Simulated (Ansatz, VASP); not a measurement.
## Two plane-wave programs on Ga2O3

```
CELL_PARAMETERS angstrom
2.52872 1.39184 4.51914
-2.52872 1.39184 4.51914
0.00000 -2.98804 4.58483
ATOMIC_POSITIONS crystal
Ga 0.35587 0.35587 0.35587
Ga 0.14413 0.14413 0.14413
Ga 0.64413 0.64413 0.64413
Ga 0.85587 0.85587 0.85587
O 0.55317 0.94683 0.25000
O 0.25000 0.55317 0.94683
O 0.94683 0.25000 0.55317
O 0.44683 0.05317 0.75000
O 0.75000 0.44683 0.05317
O 0.05317 0.75000 0.44683
```

Change from the starting cell: strain -0.0300 x Voigt [0, 0, 0, 1, 0, 0], atoms carried along.

Alike in both runs: task single point; functional PBE; k mesh 6 × 6 × 6; occupations gaussian, width 0.05 eV; no spin polarisation.

|  | VASP | Ansatz |
| --- | --- | --- |
| version | VASP 6.6.1 | Ansatz 0.2.0 |
| potentials or method | VASP PAW PBE potentials, release 64 (Ga_d, O), cutoff 520 eV | scalar-relativistic, plane waves, PAW |
| valence electrons in the cell | 88 | 88 |

```tsv
	VASP	Ansatz	Ansatz less VASP
gap on the k mesh at the Fermi level (eV)	2.38	2.39	+0.009
least direct gap on the mesh (eV)	2.61	2.62	+0.008
pressure (GPa)	1.2	0.2	-1.02
traceless stress, the component that is largest in VASP (GPa)	2.72	2.68	-0.035
rms of the force components (eV/Å)	0.086	0.087	+0.0009
```

Atom by atom the forces differ by 0.005 eV/Å (rms over components).
